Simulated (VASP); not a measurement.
Here is a VASP 6.6.1 calculation.

File INCAR:

```
SYSTEM = CaSe
PREC = Accurate
ENCUT = 520
EDIFF = 1E-6
ISMEAR = 0
SIGMA = 0.05
LREAL = .False.
LASPH = .True.
NELM = 100
ALGO = Normal
ISIF = 2
LWAVE = .False.
LCHARG = .False.
GGA = CA
NBANDS = 15
```

The input KPOINTS:

```
Automatic mesh
0
Gamma
  6 6 6
  0 0 0
```

POSCAR

```
CaSe
1.0
    0.0000000000      3.3495000000      3.2010000000
    3.3495000000      0.0000000000      3.2010000000
    3.3495000000      3.3495000000      0.0000000000
Ca Se
1 1
Direct
    0.0000000000      0.0000000000      0.0000000000
    0.7500000000      0.7500000000      0.7500000000
```

Potentials or basis: VASP PAW LDA potentials, release 64 (Ca_sv, Se).

Command:

```console
$ cat potpaw_LDA.64/Ca_sv/POTCAR potpaw_LDA.64/Se/POTCAR > POTCAR
$ mpirun -np 1 vasp_std > vasp.out
```

Task: Predict the band gap on the k mesh.

Result: 2.84 eV, indirect (least direct gap 2.95 eV).

Task: Predict the pressure.

Result: -2.6 GPa.

Stress tensor (GPa, compression positive):
```
-2.69  0.00  0.00
 0.00 -2.69  0.00
 0.00  0.00 -2.39
```

Caveat: the cell differs from its parent crystal (strain +0.015 along x and y, -0.030 along z). A k mesh can miss the band edges.
